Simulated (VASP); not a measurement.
A run of VASP 6.6.1:

INCAR

```
PREC = Accurate
ENCUT = 520
EDIFF = 1E-7
ISMEAR = -1
SIGMA = 0.05
LREAL = False
LASPH = True
NELM = 150
ALGO = Normal
ISIF = 2
LWAVE = False
LCHARG = True
ISPIN = 2
MAGMOM = 0 0 1
LORBIT = 11
NUPDOWN = 1.0
LMAXMIX = 4
GGA = PE
LELF = True
LVHAR = True
NBANDS = 28
```

KPOINTS

```
regular mesh
0
Gamma
  9 9 4
```

The input POSCAR:

```
MnPt2
1.0
    2.8584044518      0.0000000000      0.0000000000
   -1.4292022259      2.4754508696      0.0000000000
    0.0000000000      0.0000000000      6.5325040000
Pt Mn
2 1
Direct
    0.6666666667      0.3333333333      0.3162060000
    0.3333333333      0.6666666667      0.6837940000
    0.0000000000      0.0000000000      0.0000000000
```

Potentials or basis: VASP PAW PBE potentials, release 64 (Pt, Mn_pv).

Command:

```sh
$ cat potpaw_PBE.64/Pt/POTCAR potpaw_PBE.64/Mn_pv/POTCAR > POTCAR
$ mpirun -np 1 vasp_std > vasp.out
```

Hardware: 1 thread of AMD EPYC 9R45 96-Core Processor (Zen 5) (shared host).

Problem. How long does it take, and how much memory?

Solution. Wall time 74 s on 1 thread of AMD EPYC 9R45 96-Core Processor (Zen 5) (shared host), peak memory 0.22 GiB. Counts: scf iterations 17, k points 43.
